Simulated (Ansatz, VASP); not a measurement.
# Two plane-wave programs on Hf3N2

The input INCAR:

```
SYSTEM = Hf3N2
  ALGO = Normal
  EDIFF = 1E-7
  ENCUT = 520
  GGA = PS
  ISIF = 2
  ISMEAR = 0
  LASPH = .TRUE.
  LCHARG = .FALSE.
  LREAL = .FALSE.
  LWAVE = .FALSE.
  NBANDS = 28
  NELM = 60
  PREC = Accurate
  SIGMA = 0.1
```

The input KPOINTS:

```
k-points
0
G
  18 18 18
  0 0 0
```

POSCAR

```
Hf3N2
1.0
    1.5994260774      0.9234290764      7.7548432223
   -1.5994260774      0.9234290764      7.7548432223
    0.0000000000     -1.8468581527      7.7548432223
Hf N
3 2
Direct
    0.7794186600      0.7794186600      0.7794186600
    0.2205813400      0.2205813400      0.2205813400
    0.0000000000      0.0000000000      0.0000000000
    0.6119155300      0.6119155300      0.6119155300
    0.3880844700      0.3880844700      0.3880844700
```

Input for Ansatz:

```yaml
crystal:
  lattice:
    - [1.5994260774, 0.9234290764, 7.7548432223]
    - [-1.5994260774, 0.9234290764, 7.7548432223]
    - [0.0, -1.8468581527, 7.7548432223]
  atoms:
    - { symbol: Hf, position: [0.77941866, 0.77941866, 0.77941866] }
    - { symbol: Hf, position: [0.22058134, 0.22058134, 0.22058134] }
    - { symbol: Hf, position: [0.0, 0.0, 0.0] }
    - { symbol: "N", position: [0.61191553, 0.61191553, 0.61191553] }
    - { symbol: "N", position: [0.38808447, 0.38808447, 0.38808447] }
basis:
  ecutwfc: 420
kpoints:
  mp_grid: { grid: [18, 18, 18] }
hamiltonian:
  xc: pbesol
scf:
  occupations: { method: gaussian, width: 0.1 }
output:
  forces: true
  stress: true
  eigenvalues: true
```

Alike in both runs: task single point; functional PBEsol; k mesh 18 × 18 × 18; occupations gaussian, width 0.1 eV; no spin polarisation.

```csv
,VASP,Ansatz
version,VASP 6.6.1,Ansatz 0.2.0
potentials or method,"VASP PAW PBE potentials, release 64 (Hf_pv, N), cutoff 520 eV","scalar-relativistic, plane waves, PAW"
valence electrons in the cell,40,88
```

```csv
,VASP,Ansatz,Ansatz less VASP
gap on the k mesh at the Fermi level (eV),none,none,-
pressure (GPa),-3.6,-2.2,+1.39
"traceless stress, the component that is largest in VASP (GPa)",-0.48,-0.60,-0.122
rms of the force components (eV/Å),0.133,0.119,-0.0140
```

VASP's potentials were made for PBE, not for PBEsol. Atom by atom the forces differ by 0.028 eV/Å (rms over components). A gap of «none» marks a metal or a gap that the smearing closes. VASP's potentials hold 40 valence electrons a cell and Ansatz's 88, so a difference there can come from the potentials and not from the codes.

Neither program's run includes spin-orbit coupling.
